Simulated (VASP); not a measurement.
# Cs2TeH6SO10 (P1) in VASP: notebook, part 2 of 3

VASP 6.6.1. The steps go on from the part before.

### Step 3. Single point, PBE+D3(BJ)

Input file INCAR:

```
SYSTEM = Cs2TeH6SO10
PREC = Accurate ; ENCUT = 520
EDIFF = 1E-6 ; ISMEAR = -1
SIGMA = 0.05 ; LREAL = Auto
LASPH = .True. ; NELM = 80
ALGO = Normal ; ISIF = 2
LWAVE = .False. ; LCHARG = .False.
GGA = PE ; IVDW = 12
NBANDS = 64
```

Input file KPOINTS:

```
Automatic mesh
0
Gamma
  2 2 2
  0 0 0
```

Input file POSCAR:

```
Cs2TeH6SO10
1.0
    3.7395000000      2.1590010000      5.5456670000
   -3.7395000000      2.1590010000      5.5456670000
    0.0000000000     -4.3180030000      5.5456670000
Cs Te H S O
2 1 6 1 10
Direct
    0.2186477213      0.2839773108      0.2466806871
    0.7613340388      0.7448345067      0.7776324833
    0.0054075030      0.0351708404      0.0098213651
    1.0281743380      0.6714688961      0.1928973746
    0.2068944692      0.9857953918      0.6655897652
    0.6622845562      0.1865525065      0.9829173503
    0.7594719922      0.3317677536      0.0508771537
    0.0677896103      0.8650084898      0.3215866295
    0.3967158418      0.0681959862      0.8883609163
    0.5232006436      0.4907364104      0.4915446130
    1.1347529399      0.7290302497      0.0409471161
    0.0858458290      1.1192727578      0.7052918291
    0.6918237748      0.0806992929      1.1353808869
    0.4905290571      0.3858359163      0.3672004985
    0.7651526715      0.4769590627      0.4568362913
    0.3874126970      0.7486642012      0.4638929522
    0.4536030661      0.3863480855      0.7560336054
    0.9220100730      0.3268235507      0.0024856496
   -0.0817123022      0.9036868153      0.3463971183
    0.3265096713     -0.0570710213      0.9368725114
```

Potentials or basis: VASP PAW PBE potentials, release 64 (Cs_sv, Te, H, S, O).

Launch:

```
cat potpaw_PBE.64/Cs_sv/POTCAR potpaw_PBE.64/Te/POTCAR potpaw_PBE.64/H/POTCAR potpaw_PBE.64/S/POTCAR potpaw_PBE.64/O/POTCAR > POTCAR
mpirun -np 1 vasp_std > vasp.out
```

OUTCAR:

```text
SYSTEM = Cs2TeH6SO10
   PREC = Accurate
   ENCUT = 520
   EDIFF = 1E-6
   ISMEAR = -1
   LREAL = Auto
   LASPH = .True.
   NELM = 80
   ISIF = 2
   GGA = PE
   IVDW = 12
 IVDW          = 12

 ion  position               nearest neighbor table
   1  0.219  0.284  0.247-
   2  0.761  0.745  0.778-
   3  0.005  0.035  0.010-  12 1.84  18 1.85  11 1.89  13 1.92  20 1.95  19 2.04   7 2.09   8 2.13
                             6 2.23   4 2.28
   4  0.028  0.671  0.193-  11 1.03   3 2.28
   5  0.207  0.986  0.666-  12 1.01
   6  0.662  0.187  0.983-  13 1.05   3 2.23
   7  0.759  0.332  0.051-  18 1.03   3 2.09
   8  0.068  0.865  0.322-  19 0.92   3 2.13
   9  0.397  0.068  0.888-  20 1.05
  10  0.523  0.491  0.492-  14 1.50  15 1.57  17 1.60  16 1.61
  11  0.135  0.729  0.041-   4 1.03   3 1.89
  12  0.086  0.119  0.705-   5 1.01   3 1.84
  13  0.692  0.081  0.135-   6 1.05   3 1.92
  14  0.491  0.386  0.367-  10 1.50
  15  0.765  0.477  0.457-  10 1.57
  16  0.387  0.749  0.464-  10 1.61
  17  0.454  0.386  0.756-  10 1.60
  18  0.922  0.327  0.002-   7 1.03   3 1.85
  19  0.918  0.904  0.346-   8 0.92   3 2.04
  20  0.327  0.943  0.937-   9 1.05   3 1.95

  LATTYP: Found a trigonal (rhomboedric) cell.
 ALAT       =     7.0284826273
 COS(alpha) =     0.4338468613

  Lattice vectors:

 A1 = (   3.7395000000,   2.1590010000,   5.5456670000)
 A2 = (  -3.7395000000,   2.1590010000,   5.5456670000)
 A3 = (   0.0000000000,  -4.3180030000,   5.5456670000)

Analysis of symmetry for initial positions (statically):
=====================================================================
 Subroutine PRICEL returns:
 Original cell was already a primitive cell.

 Routine SETGRP: Setting up the symmetry group for a
 trigonal (rhombohedral) supercell.

[... 156 lines left out ...]
     AMIX     =   0.40;   BMIX     =  1.00
     AMIX_MAG =   1.60;   BMIX_MAG =  1.00
  volume/ion in A,a.u.               =      13.43        90.64
  Fermi-wavevector in a.u.,A,eV,Ry     =   1.161738  2.195366 18.362892  1.349634
  Thomas-Fermi vector in A             =   2.298306
   LORBIT       =      0    0 simple, 1 ext, 2 COOP (PROOUT), +10 PAW based schemes
   GGA     = PE    functional components
   LHFCALC =     F    Hartree Fock is set to
   AEXX    =    0.0000 exact exchange contribution
   IVDW    =    12    specifies the selected vdW correction
   LEPSILON=     F    determine dielectric tensor
   LRPA    =     F    only Hartree local field effects (RPA)
 non-spin polarized calculation
  energy-cutoff  :      520.00
  volume of cell :      268.64
 maximum number of plane-waves:      7256
 NGX is ok and might be reduce to    54
   NGX = 27   NGY = 27   NGZ = 27

 number of electron      96.0000002 magnetization

 Free energy of the ion-electron system (eV)
  ---------------------------------------------------
  ext. energy  EPLUGINS =         0.00000000
  ---------------------------------------------------
  free energy    TOTEN  =       -97.14708668 eV

  energy without entropy =      -97.14708586  energy(sigma->0) =      -97.14708627

 E-fermi :   2.2262     XC(G=0):  -8.6896

 val. band max:        1.4929663911   @ k =  -0.0000  -0.0000   0.5000
 cond. band min:       2.8789102519   @ k =   0.0000   0.0000   0.0000
 fundamental gap:      1.3859438609
 Fermi energy:         2.2262277201

 k-point     1 :       0.0000    0.0000    0.0000
  band No.  band energies     occupation
      1     -21.6377      2.00000
      2     -20.4889      2.00000
      3     -20.0724      2.00000
      4     -19.7271      2.00000
      5     -19.1747      2.00000
      6     -18.7215      2.00000
[... 493 lines left out ...]
     59       8.3905      0.00000
     60       8.5930      0.00000
 [bands above 60 left out]

------------------------ aborting loop because EDIFF is reached ----------------------------------------

 Edisp (eV)   -2.15087

 E8    (eV) :    -0.8345

  FORCE on cell =-STRESS in cart. coord.  units (eV):
  Direction    XX          YY          ZZ          XY          YZ          ZX
  --------------------------------------------------------------------------------------
  -------------------------------------------------------------------------------------
  Total      12.39490     4.00083     7.29006    -3.72978     0.68158     1.80501
  in kB      73.92341    23.86104    43.47807   -22.24449     4.06495    10.76511
  external pressure =       47.09 kB  Pullay stress =        0.00 kB

 VOLUME and BASIS-vectors are now :
 -----------------------------------------------------------------------------
  energy-cutoff  :      520.00
  volume of cell :      268.64
      direct lattice vectors                 reciprocal lattice vectors
     3.739500000  2.159001000  5.545667000     0.133707715  0.077196185  0.060106991
    -3.739500000  2.159001000  5.545667000    -0.133707715  0.077196185  0.060106991
     0.000000000 -4.318003000  5.545667000     0.000000000 -0.154392370  0.060106978

 POSITION                                       TOTAL-FORCE (eV/Angst)
 -----------------------------------------------------------------------------------
     -0.24430      0.02000      4.15540         0.682686     -0.232687     -0.686523
      0.06170     -0.10600     12.66520        -0.143720      0.300714      0.248320
     -0.11130      0.04520      0.27950         3.178647     -2.376946      1.066463
     -2.40560      0.67760      4.94973        -0.019000      1.399481     -0.275426
     -2.91270     -0.29900     10.30540        -0.371793     -0.067321     -0.095294
      1.77900     -2.41160     10.15830        -0.109685     -1.891331     -0.551735
[... 12 lines left out ...]
      0.05460      2.43790     12.02507        -1.770845      0.945444     -0.461047
     -2.30510     -1.30470     12.23547        -0.734455      1.746238      4.864010
 -----------------------------------------------------------------------------------
    total drift:                                0.001929     -0.002415     -0.004469

  FREE ENERGIE OF THE ION-ELECTRON SYSTEM (eV)
  ---------------------------------------------------
  free  energy   TOTEN  =       -99.2979580839 eV

  energy  without entropy=      -99.2979572587  energy(sigma->0) =      -99.29795767
```

Run time: 5.8 min. Hardware: 1 thread of Oxide Virtual Turin-like, shared host; peak memory 0.4 GiB.

What came out:

```yaml
Free_energy: -99.2980 eV
Pressure: 4.7 GPa
Largest_force: 6.564 eV/Å
Band_gap_on_the_k_mesh: 1.39 eV (least direct gap 1.41 eV)
Dispersion_energy_per_atom: -0.108 eV
```

Forces in eV/Å, atoms in the order of the input:
```
Cs   0.683 -0.233 -0.687
Cs  -0.144  0.301  0.248
Te   3.179 -2.377  1.066
H   -0.019  1.399 -0.275
H   -0.372 -0.067 -0.095
H   -0.110 -1.891 -0.552
H   -0.093  0.021  1.933
H    3.804 -0.376  3.081
H   -0.367 -0.851 -1.505
S   -1.441 -1.337  6.263
O   -0.081 -3.100 -3.082
O   -0.139  1.654 -2.434
O   -1.944  3.481 -3.275
O   -0.303 -0.049  1.744
O   -1.048  0.319 -2.715
O    2.126 -0.367 -2.216
O    0.416  0.889 -2.234
O   -1.642 -0.107  0.330
O   -1.771  0.945 -0.461
O   -0.734  1.746  4.864
```

Caveat: the k points lie up to 0.52 Å⁻¹ apart; spin-orbit coupling is left out, which moves the levels of the heavy elements; forces of over 1 eV/Å act on the atoms, so gaps and moduli don't describe the material at rest. A k mesh can miss the band edges.

### Step 4. Single point, PBE+D3(BJ)

Input file INCAR:

```
PREC = Accurate
ENCUT = 520
EDIFF = 1E-7
ISMEAR = -1
SIGMA = 0.05
LREAL = Auto
LASPH = True
NELM = 60
ALGO = Normal
ISIF = 2
LWAVE = False
LCHARG = False
GGA = PE
IVDW = 12
NBANDS = 64
```

Input file KPOINTS:

```
regular mesh
0
Gamma
  2 2 2
```

Input file POSCAR:

```
Cs2TeH6SO10
1.0
    3.7395000000      2.1590010000      5.5456670000
   -3.7395000000      2.1590010000      5.5456670000
    0.0000000000     -4.3180030000      5.5456670000
Cs Te H S O
2 1 6 1 10
Direct
    0.2403925198      0.2710918112      0.2504618876
    0.7493771323      0.7551265640      0.7686944601
    0.0061529784      0.0294448624      0.0306520801
    0.9874975470      0.6723484629      0.0981030340
   -0.0334843488      1.3351745628      0.6666392945
    0.7181803143      0.1929496685      0.8248559679
    0.6521121296      0.3941899475      0.2314883132
    0.2496934710      0.7797910776      0.3511248533
    0.2983716434      0.2243243109      0.8591937264
    0.5262165759      0.5405233014      0.5411280311
    1.1135147459      0.7274470898     -0.0312787082
    0.0940500795      1.1941971580      0.6864115366
    0.7081287494      0.0890352877      0.9855430747
    0.5019668632      0.4321981775      0.4095326606
    0.7527701192      0.5775060465      0.4246795502
    0.3384919265      0.7722397537      0.4857038794
    0.4802908591      0.3814006331      0.7557875234
    0.8278335986      0.2940724005      0.1129680026
    0.0893068529      0.8464936426      0.3048618089
    0.3194856165      0.0618308498      0.9122880721
```

Potentials or basis: VASP PAW PBE potentials, release 64 (Cs_sv, Te, H, S, O).

Launch:

```
cat potpaw_PBE.64/Cs_sv/POTCAR potpaw_PBE.64/Te/POTCAR potpaw_PBE.64/H/POTCAR potpaw_PBE.64/S/POTCAR potpaw_PBE.64/O/POTCAR > POTCAR
mpirun -np 1 vasp_std > vasp.out
```

OUTCAR:

```text
PREC = Accurate
   ENCUT = 520
   EDIFF = 1E-7
   ISMEAR = -1
   LREAL = Auto
   LASPH = True
   NELM = 60
   ISIF = 2
   GGA = PE
   IVDW = 12
 IVDW          = 12

 ion  position               nearest neighbor table
   1  0.240  0.271  0.250-
   2  0.749  0.755  0.769-
   3  0.006  0.029  0.031-  18 1.91  19 1.97  20 2.07  13 2.09  11 2.10  12 2.11
   4  0.987  0.672  0.098-  11 1.03
   5  0.967  0.335  0.667-  12 1.01
   6  0.718  0.193  0.825-  13 1.04
   7  0.652  0.394  0.231-  18 1.26  14 1.28
   8  0.250  0.780  0.351-  19 1.15  16 1.31
   9  0.298  0.224  0.859-  20 1.00
  10  0.526  0.541  0.541-  17 1.43  15 1.52  14 1.52  16 1.60
  11  0.114  0.727  0.969-   4 1.03   3 2.10
  12  0.094  0.194  0.686-   5 1.01   3 2.11
  13  0.708  0.089  0.986-   6 1.04   3 2.09
  14  0.502  0.432  0.410-   7 1.28  10 1.52
  15  0.753  0.578  0.425-  10 1.52
  16  0.338  0.772  0.486-   8 1.31  10 1.60
  17  0.480  0.381  0.756-  10 1.43
  18  0.828  0.294  0.113-   7 1.26   3 1.91
  19  0.089  0.846  0.305-   8 1.15   3 1.97
  20  0.319  0.062  0.912-   9 1.00   3 2.07

  LATTYP: Found a trigonal (rhomboedric) cell.
 ALAT       =     7.0284826273
 COS(alpha) =     0.4338468613

  Lattice vectors:

 A1 = (   3.7395000000,   2.1590010000,   5.5456670000)
 A2 = (  -3.7395000000,   2.1590010000,   5.5456670000)
 A3 = (   0.0000000000,  -4.3180030000,   5.5456670000)

Analysis of symmetry for initial positions (statically):
=====================================================================
 Subroutine PRICEL returns:
 Original cell was already a primitive cell.

 Routine SETGRP: Setting up the symmetry group for a
 trigonal (rhombohedral) supercell.

 Subroutine GETGRP returns: Found  1 space group operations
 (whereof  1 operations were pure point group operations)
 out of a pool of 12 trial point group operations.

The static configuration has the point symmetry C_1 .

Analysis of symmetry for dynamics (positions and initial velocities):
=====================================================================
 Subroutine PRICEL returns:
 Original cell was already a primitive cell.

 Routine SETGRP: Setting up the symmetry group for a
 trigonal (rhombohedral) supercell.

 Subroutine GETGRP returns: Found  1 space group operations
 (whereof  1 operations were pure point group operations)
 out of a pool of 12 trial point group operations.

The dynamic configuration has the point symmetry C_1 .

 Subroutine INISYM returns: Found  1 space group operations
 (whereof  1 operations are pure point group operations),
 and found     1 'primitive' translations

----------------------------------------------------------------------------------------

                                     Primitive cell

  volume of cell :     268.6405

  direct lattice vectors                    reciprocal lattice vectors
     3.739500000  2.159001000  5.545667000     0.133707715  0.077196185  0.060106991
    -3.739500000  2.159001000  5.545667000    -0.133707715  0.077196185  0.060106991
[... 78 lines left out ...]
  0.000000  0.000000  0.000000      1.000000
  0.500000  0.000000 -0.000000      1.000000
  0.000000  0.500000 -0.000000      1.000000
 -0.000000 -0.000000  0.500000      1.000000
  0.500000  0.500000 -0.000000      1.000000
  0.500000  0.000000  0.500000      1.000000
  0.000000  0.500000  0.500000      1.000000
  0.500000  0.500000  0.500000      1.000000
   k-points           NKPTS =      8   k-points in BZ     NKDIM =      8   number of bands    NBANDS=     64
   number of dos      NEDOS =    301   number of ions     NIONS =     20
   total plane-waves  NPLWV = 157464
   dimension x,y,z NGX =    54 NGY =   54 NGZ =   54
   dimension x,y,z NGXF=   108 NGYF=  108 NGZF=  108
   ions per type =               2   1   6   1  10
   NGX,Y,Z   is equivalent  to a cutoff of  12.77, 12.77, 12.77 a.u.
   NGXF,Y,Z  is equivalent  to a cutoff of  25.55, 25.55, 25.55 a.u.
 SYSTEM =  unknown system
   PREC   = accura    normal or accurate (medium, high low for compatibility)
   ISTART =      0    job   : 0-new  1-cont  2-samecut
   ICHARG =      2    charge: 1-file 2-atom 10-const
   ISPIN  =      1    spin polarized calculation?
   LNONCOLLINEAR =      F non collinear calculations
   LSORBIT =      F    spin-orbit coupling
   LASPH  =      T    aspherical Exc in radial PAW
   ENCUT  =  520.0 eV  38.22 Ry    6.18 a.u.  13.07 13.07 13.07*2*pi/ulx,y,z
   NELM   =     60;   NELMIN=  2; NELMDL= -5     # of ELM steps
   EDIFF  = 0.1E-06   stopping-criterion for ELM
   LREAL  =      T    real-space projection
   EDIFFG = 0.1E-05   stopping-criterion for IOM
   NSW    =      0    number of steps for IOM
   IBRION =     -1    ionic relax: 0-MD 1-quasi-New 2-CG
   NFREE  =      0    steps in history (QN), initial steepest desc. (CG)
   ISIF   =      2    stress and relaxation
   ISYM   =      2    0-nonsym 1-usesym 2-fastsym
   POTIM  = 0.5000    time-step for ionic-motion
   TEBEG  =    0.0;   TEEND  =   0.0 temperature during run
   PSTRESS=    0.0 pullay stress
   NELECT =      96.0000    total number of electrons
   NUPDOWN=      -1.0000    fix difference up-down
   EMIN   =  10.00;   EMAX   =-10.00  energy-range for DOS
   EFERMI =   0.00;   METHOD = LEGACY
   ISMEAR =    -1;   SIGMA  =   0.05  broadening in eV -4-tet -1-fermi 0-gaus
   EFERMI_NEDOS =   21; number of points for ismear=-14 and -15
   IALGO  =     38    algorithm
   IMIX   =      4    mixing-type and parameters
     AMIX     =   0.40;   BMIX     =  1.00
     AMIX_MAG =   1.60;   BMIX_MAG =  1.00
  volume/ion in A,a.u.               =      13.43        90.64
  Fermi-wavevector in a.u.,A,eV,Ry     =   1.161738  2.195366 18.362892  1.349634
  Thomas-Fermi vector in A             =   2.298306
   LORBIT       =      0    0 simple, 1 ext, 2 COOP (PROOUT), +10 PAW based schemes
   GGA     = PE    functional components
   LHFCALC =     F    Hartree Fock is set to
   AEXX    =    0.0000 exact exchange contribution
   IVDW    =    12    specifies the selected vdW correction
   LEPSILON=     F    determine dielectric tensor
   LRPA    =     F    only Hartree local field effects (RPA)
 non-spin polarized calculation
  energy-cutoff  :      520.00
  volume of cell :      268.64
 maximum number of plane-waves:      7256
 NGX is ok and might be reduce to    54
   NGX = 27   NGY = 27   NGZ = 27

 number of electron      96.0000011 magnetization

 Free energy of the ion-electron system (eV)
  ---------------------------------------------------
  ext. energy  EPLUGINS =         0.00000000
  ---------------------------------------------------
  free energy    TOTEN  =       -99.40238139 eV

  energy without entropy =      -99.40238131  energy(sigma->0) =      -99.40238135

 E-fermi :   1.2942     XC(G=0):  -8.7171

 val. band max:        0.4467752371   @ k =   0.0000   0.5000  -0.0000
 cond. band min:       2.0690633540   @ k =   0.0000   0.0000   0.0000
 fundamental gap:      1.6222881169
 Fermi energy:         1.2942380231

 k-point     1 :       0.0000    0.0000    0.0000
  band No.  band energies     occupation
      1     -22.8642      2.00000
      2     -19.3748      2.00000
      3     -19.0644      2.00000
      4     -18.7214      2.00000
      5     -18.4132      2.00000
      6     -18.0549      2.00000
[... 493 lines left out ...]
     59       8.2530      0.00000
     60       8.4273      0.00000
 [bands above 60 left out]

------------------------ aborting loop because EDIFF is reached ----------------------------------------

 Edisp (eV)   -2.16635

 E8    (eV) :    -0.8423

  FORCE on cell =-STRESS in cart. coord.  units (eV):
  Direction    XX          YY          ZZ          XY          YZ          ZX
  --------------------------------------------------------------------------------------
  -------------------------------------------------------------------------------------
  Total      -9.64697    -2.90216     4.04093    -1.99571    -3.74337    -2.64645
  in kB     -57.53472   -17.30853    24.10017   -11.90247   -22.32553   -15.78350
  external pressure =      -16.91 kB  Pullay stress =        0.00 kB

 VOLUME and BASIS-vectors are now :
 -----------------------------------------------------------------------------
  energy-cutoff  :      520.00
  volume of cell :      268.64
      direct lattice vectors                 reciprocal lattice vectors
     3.739500000  2.159001000  5.545667000     0.133707715  0.077196185  0.060106991
    -3.739500000  2.159001000  5.545667000    -0.133707715  0.077196185  0.060106991
     0.000000000 -4.318003000  5.545667000     0.000000000 -0.154392370  0.060106978

 POSITION                                       TOTAL-FORCE (eV/Angst)
 -----------------------------------------------------------------------------------
     -0.11480      0.02280      4.22550         0.526683      0.066556      0.175409
     -0.02150     -0.07100     12.60640        -0.089704      0.196403      0.230772
     -0.08710     -0.05550      0.36740         0.700802      2.213483      0.088231
      1.17850      3.16000      9.74900         0.413649      1.421360      0.370019
      2.36090     -0.06820     10.91570         1.226140     -0.091595     -0.203055
      1.96410     -1.59460      9.62720         0.704338     -2.003850      0.629799
[... 12 lines left out ...]
     -2.83150      0.70400      6.88030        -0.955328     -0.299337     -0.866859
      0.96350     -3.11600      7.17390        -0.435503     -1.465558      0.280987
 -----------------------------------------------------------------------------------
    total drift:                                0.001104     -0.001167      0.001135

  FREE ENERGIE OF THE ION-ELECTRON SYSTEM (eV)
  ---------------------------------------------------
  free  energy   TOTEN  =      -101.5687316032 eV

  energy  without entropy=     -101.5687315209  energy(sigma->0) =     -101.56873156
```

Wall time 7.8 min (1 thread of Oxide Virtual Turin-like, shared host); peak memory 0.4 GiB.

Results:

| Property | Result |
| --- | --- |
| Free energy | -101.5687 eV |
| Pressure | -1.7 GPa |
| Largest force | 6.620 eV/Å |
| Band gap on the k mesh | 1.62 eV (least direct gap 1.69 eV) |
| Dispersion energy per atom | -0.108 eV |

Forces on the atoms (eV/Å):
```
Cs   0.527  0.067  0.175
Cs  -0.090  0.196  0.231
Te   0.701  2.213  0.088
H    0.414  1.421  0.370
H    1.226 -0.092 -0.203
H    0.704 -2.004  0.630
H    1.034 -1.271  0.371
H   -1.068  0.062 -0.109
H    0.769  0.027 -0.832
S   -1.965  5.386 -3.309
O   -1.842 -1.353  0.278
O   -2.283 -1.391 -0.327
O    1.308  0.780 -0.187
O    1.133  1.920 -1.718
O   -0.857 -2.301  0.093
O    2.553 -1.172  1.452
O   -0.677 -1.093  2.402
O   -0.198  0.369  1.180
O   -0.955 -0.299 -0.867
O   -0.436 -1.466  0.281
```

Stress tensor (GPa, compression positive):
```
-5.75 -1.19 -1.58
-1.19 -1.73 -2.23
-1.58 -2.23  2.41
```

Caveat: the k points lie up to 0.52 Å⁻¹ apart; spin-orbit coupling is left out, which moves the levels of the heavy elements; forces of over 1 eV/Å act on the atoms, so gaps and moduli don't describe the material at rest. A k mesh can miss the band edges.

(Part 2 of 3 ends here.)
